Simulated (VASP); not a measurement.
# V (Im-3m) in VASP: a series of runs

V is run at these levels: PBE, PBE+D4, BLYP+D3(BJ); tasks: single point, relaxation of cell and atoms.

Everything below comes from runs of VASP 6.6.1. Logs are shortened: lines on timing, memory, paths and dates and some standing lists are left out, and cuts for length are marked.

## (1) The cell of the first run

Symmetry: Im-3m, No. 229, cubic system. The conventional cell has a = 3.029 Å, b = 3.029 Å, c = 3.029 Å, α = 90.00°, β = 90.00°, γ = 90.00°. Within 3.5 Å of V (site symmetry m-3m) lie 14 V at 2.62 to 3.03 Å.

## (2) Single point, PBE, collinear spin, ferromagnetic start

Input file INCAR:

```
PREC = Accurate ; ENCUT = 520
EDIFF = 1E-7 ; ISMEAR = 0
SIGMA = 0.012 ; LREAL = F
LASPH = T ; NELM = 150
ALGO = Fast ; ISIF = 2
LWAVE = F ; LCHARG = F
ISPIN = 2 ; MAGMOM = 2
LORBIT = 11 ; LMAXMIX = 4
GGA = PE ; NBANDS = 16
```

Input file KPOINTS:

```
Automatic mesh
0
Gamma
  12 12 12
```

Input file POSCAR:

```
V
1.0
   -1.5143500000      1.5143500000      1.5143500000
    1.5143500000     -1.5143500000      1.5143500000
    1.5143500000      1.5143500000     -1.5143500000
V
1
Direct
    0.0000000000      0.0000000000      0.0000000000
```

Potentials or basis: VASP PAW PBE potentials, release 64 (V_sv).

The run is started by

```sh
> cat potpaw_PBE.64/V_sv/POTCAR > POTCAR
> mpirun -np 1 vasp_std > vasp.out
```

OUTCAR:

```text
PREC = Accurate
   ENCUT = 520
   EDIFF = 1E-7
   ISMEAR = 0
   LREAL = F
   LASPH = T
   NELM = 150
   ISIF = 2
   ISPIN = 2
   LORBIT = 11
   GGA = PE

 ion  position               nearest neighbor table
   1  0.000  0.000  0.000-

  LATTYP: Found a body centered cubic cell.
 ALAT       =     3.0287000000

  Lattice vectors:

 A1 = (  -1.5143500000,   1.5143500000,   1.5143500000)
 A2 = (   1.5143500000,  -1.5143500000,   1.5143500000)
 A3 = (   1.5143500000,   1.5143500000,  -1.5143500000)

Analysis of symmetry for initial positions (statically):
=====================================================================
 Subroutine PRICEL returns:
 Original cell was already a primitive cell.

 Routine SETGRP: Setting up the symmetry group for a
 body centered cubic supercell.

 Subroutine GETGRP returns: Found 48 space group operations
 (whereof 48 operations were pure point group operations)
 out of a pool of 48 trial point group operations.

The static configuration has the point symmetry O_h .

Analysis of symmetry for dynamics (positions and initial velocities):
=====================================================================
 Subroutine PRICEL returns:
 Original cell was already a primitive cell.

 Routine SETGRP: Setting up the symmetry group for a
 body centered cubic supercell.

 Subroutine GETGRP returns: Found 48 space group operations
 (whereof 48 operations were pure point group operations)
 out of a pool of 48 trial point group operations.

The dynamic configuration has the point symmetry O_h .

Analysis of structural, dynamic, and magnetic symmetry:
=====================================================================
 Subroutine PRICEL returns:
 Original cell was already a primitive cell.

 Routine SETGRP: Setting up the symmetry group for a
 body centered cubic supercell.

 Subroutine GETGRP returns: Found 48 space group operations
 (whereof 48 operations were pure point group operations)
 out of a pool of 48 trial point group operations.

The overall configuration has the point symmetry O_h .

 Subroutine INISYM returns: Found 48 space group operations
 (whereof 48 operations are pure point group operations),
 and found     1 'primitive' translations

----------------------------------------------------------------------------------------

                                     Primitive cell

  volume of cell :      13.8912

[... 101 lines left out ...]
   ISMEAR =     0;   SIGMA  =   0.01  broadening in eV -4-tet -1-fermi 0-gaus
   EFERMI_NEDOS =   21; number of points for ismear=-14 and -15
   IALGO  =     68    algorithm
   IMIX   =      4    mixing-type and parameters
     AMIX     =   0.40;   BMIX     =  1.00
     AMIX_MAG =   1.60;   BMIX_MAG =  1.00
  volume/ion in A,a.u.               =      13.89        93.74
  Fermi-wavevector in a.u.,A,eV,Ry     =   1.601313  3.026044 34.888125  2.564205
  Thomas-Fermi vector in A             =   2.698311
   LORBIT       =     11    0 simple, 1 ext, 2 COOP (PROOUT), +10 PAW based schemes
   GGA     = PE    functional components
   LHFCALC =     F    Hartree Fock is set to
   AEXX    =    0.0000 exact exchange contribution
   IVDW    =     0    specifies the selected vdW correction
   LEPSILON=     F    determine dielectric tensor
   LRPA    =     F    only Hartree local field effects (RPA)
 spin polarized calculation
 RMM-DIIS sequential band-by-band and
 Gauss-broadening in eV      SIGMA  =   0.01
  energy-cutoff  :      520.00
  volume of cell :       13.89
 maximum number of plane-waves:       384
   NGX =  9   NGY =  9   NGZ =  9

 number of electron      12.9999997 magnetization       0.1242758

 Free energy of the ion-electron system (eV)
  ---------------------------------------------------
  ext. energy  EPLUGINS =         0.00000000
  ---------------------------------------------------
  free energy    TOTEN  =        -8.97813887 eV

  energy without entropy =       -8.97800856  energy(sigma->0) =       -8.97807371

 E-fermi :   9.2857     XC(G=0): -12.7398

 val. band max:        9.2775882727   @ k =   0.3333   0.1667  -0.0000
 cond. band min:       9.2893112727   @ k =  -0.2500   0.2500   0.1667
 fundamental gap:      0.0117230000
 Fermi energy:         9.2857281866

 spin component 1

 k-point     1 :       0.0000    0.0000    0.0000
  band No.  band energies     occupation
      1     -54.4898      1.00000
      2     -27.8371      1.00000
      3     -27.8371      1.00000
      4     -27.8371      1.00000
      5       2.7787      1.00000
      6       9.6661      0.00000
[... 435 lines left out ...]
      5       6.6481      1.00000
      6       8.1084      1.00000
[... 8 lines left out ...]
     15      38.0230      0.00000
     16      38.4688      0.00000

 [... further k-points ...]

 spin component 2

 k-point     1 :       0.0000    0.0000    0.0000
  band No.  band energies     occupation
      1     -54.3902      1.00000
      2     -27.7381      1.00000
      3     -27.7381      1.00000
      4     -27.7381      1.00000
      5       2.8427      1.00000
      6       9.7852      0.00000
[... 435 lines left out ...]
      5       6.7324      1.00000
      6       8.2188      1.00000
[... 8 lines left out ...]
     15      38.0984      0.00000
     16      38.5413      0.00000

 [... further k-points ...]

------------------------ aborting loop because EDIFF is reached ----------------------------------------

  FORCE on cell =-STRESS in cart. coord.  units (eV):
  Direction    XX          YY          ZZ          XY          YZ          ZX
  --------------------------------------------------------------------------------------
  -------------------------------------------------------------------------------------
  Total       -0.4339068     -0.4339068     -0.4339068     -0.0000000     -0.0000000      0.0000000
  in kB      -50.0458688    -50.0458688    -50.0458688     -0.0000000     -0.0000000      0.0000000
  external PRESSURE =     -50.0458688 kB  Pullay stress =       0.0000000 kB

 VOLUME and BASIS-vectors are now :
 -----------------------------------------------------------------------------
  energy-cutoff  :      520.00
  volume of cell :       13.89
      direct lattice vectors                 reciprocal lattice vectors
    -1.514350000  1.514350000  1.514350000     0.000000000  0.330174662  0.330174662
     1.514350000 -1.514350000  1.514350000     0.330174662  0.000000000  0.330174662
     1.514350000  1.514350000 -1.514350000     0.330174662  0.330174662  0.000000000

 POSITION                                       TOTAL-FORCE (eV/Angst)
 -----------------------------------------------------------------------------------
      0.00000      0.00000      0.00000        -0.000000     -0.000000     -0.000000
 -----------------------------------------------------------------------------------
    total drift:                                0.000000     -0.000000      0.000000

  FREE ENERGIE OF THE ION-ELECTRON SYSTEM (eV)
  ---------------------------------------------------
  free  energy   TOTEN  =        -8.9781388660 eV

  energy  without entropy=       -8.9780085572  energy(sigma->0) =       -8.97807371

 total charge

# of ion       s       p       d       tot
------------------------------------------
    1        2.332   6.214   3.051  11.597

 magnetization (x)

# of ion       s       p       d       tot
------------------------------------------
    1        0.001   0.003   0.104   0.108
```

stdout:

```text
POSCAR found type information on POSCAR V
 POSCAR found :  1 types and       1 ions
 scaLAPACK will be used
 LDA part: xc-table for (Slater+PW92), standard interpolation
 POSCAR, INCAR and KPOINTS ok, starting setup
 FFT: planning ... GRIDC
 FFT: planning ... GRID_SOFT
 FFT: planning ... GRID
 WAVECAR not read
 entering main loop
WARNING in EDDRMM: call to ZHEGV failed, returncode =   8  4     16
WARNING in EDDRMM: call to ZHEGV failed, returncode =   8  4     15
```

Wall time 63 s (1 thread of Intel Xeon 8259CL, shared host); peak memory 0.15 GiB.

Results:

```yaml
Free_energy: -8.9781 eV
Pressure: -5.0 GPa
Net_moment: 0.12 μB per cell
Site_moments: V +0.11 μB
Valence_electrons_inside_the_program's_atomic_spheres: V 11.60
```

Caveat: the cell stands under tension.

## (3) Relaxation of cell and atoms, PBE, collinear spin, ferromagnetic start

Input file INCAR:

```
SYSTEM = V
ALGO     = Normal         ! electronic algorithm
EDIFF    = 1E-6           ! SCF threshold, eV
EDIFFG   = -0.005         ! ionic threshold
ENCUT    = 600            ! plane-wave cutoff, eV
GGA      = PE             ! functional
IBRION   = 2              ! ionic algorithm
ISIF     = 3              ! what is computed and relaxed
ISMEAR   = -1             ! smearing method
ISPIN    = 2              ! spin polarisation
LASPH    = .TRUE.         ! aspherical terms in the spheres
LCHARG   = .FALSE.        ! write CHGCAR
LMAXMIX  = 4              ! l up to which the mixer works
LORBIT   = 11             ! projections on sites
LREAL    = .FALSE.        ! projectors in reciprocal space
LWAVE    = .FALSE.        ! write WAVECAR
MAGMOM   = 2              ! initial moments
NELM     = 150            ! most SCF steps
NSW      = 80             ! ionic steps
PREC     = Accurate       ! precision mode
SIGMA    = 0.05           ! smearing width, eV
```

Input file KPOINTS:

```
k-points
0
G
  12 12 12
  0 0 0
```

POSCAR is that of step 2.

Potentials or basis: VASP PAW PBE potentials, release 64 (V_sv).

The run is started by

```sh
> cat potpaw_PBE.64/V_sv/POTCAR > POTCAR
> mpirun -np 1 vasp_std > vasp.out
```

It took 95 s on 1 thread of Intel Xeon 8259CL, shared host; peak memory 0.17 GiB.

It converged, with:

* Free energy: -8.9943 eV
* Relaxed volume: 13.47 Å³/atom
* Relaxed cell: a = 2.596 Å, b = 2.596 Å, c = 2.596 Å, α = 109.47°, β = 109.47°, γ = 109.47°
* Space group after relaxing (to 0.1 Å): Im-3m (No. 229)
* Energy gained by relaxing: 7.0 meV/atom
* Ionic steps: 3
* Pressure after relaxing: 0.0 GPa
* Net moment: 0.00 μB per cell
* Valence electrons inside the program's atomic spheres: V 11.65

The path:
| step | energy change (eV) | largest force (eV/Å) | pressure (GPa) | volume (Å³) |
| --- | --- | --- | --- | --- |
| 1 | 0.0000 | 0.0000 | -5.22 | 13.89 |
| 2 | 0.0026 | 0.0000 | 6.82 | 13.00 |
| 3 | -0.0070 | 0.0000 | -0.05 | 13.47 |

Final structure:
```cif
data_structure
_symmetry_space_group_name_H-M 'P 1'
_symmetry_Int_Tables_number 1
_cell_length_a 2.5963
_cell_length_b 2.5963
_cell_length_c 2.5963
_cell_angle_alpha 109.471
_cell_angle_beta 109.471
_cell_angle_gamma 109.471
_cell_volume 13.47
loop_
_atom_site_label
_atom_site_type_symbol
_atom_site_fract_x
_atom_site_fract_y
_atom_site_fract_z
_atom_site_occupancy
V1 V 0.00000 0.00000 0.00000 1
```

Levels at points of the mesh, in eV from the Fermi level:
Spin up:
```csv
k point,band 3,band 4,band 5,band 6,band 7,band 8,band 9,band 10
"(0.00, 0.00, 0.00)",-37.01,-37.01,-6.58,0.42,0.42,0.42,2.43,2.43
"(0.50, 0.00, 0.00)",-37.29,-37.02,-3.16,-1.12,1.65,2.43,2.79,4.12
"(0.50, 0.50, 0.50)",-37.62,-37.62,-2.98,-2.98,3.73,3.73,3.73,10.21
```
Spin down:
| k point | band 2 | band 3 | band 4 | band 5 | band 6 | band 7 | band 8 | band 9 | band 10 | band 11 |
| --- | --- | --- | --- | --- | --- | --- | --- | --- | --- | --- |
| (0.00, 0.00, 0.00) | -37.01 | -37.01 | -37.01 | -6.58 | 0.42 | 0.42 | 0.42 | 2.43 | 2.43 | 20.49 |
| (0.50, 0.00, 0.00) | -37.91 | -37.29 | -37.02 | -3.16 | -1.12 | 1.65 | 2.43 | 2.79 | 4.12 | 10.18 |
| (0.50, 0.50, 0.50) | -37.62 | -37.62 | -37.62 | -2.98 | -2.98 | 3.73 | 3.73 | 3.73 | 10.21 | 10.21 |

(Continued in part 2 of 2.)
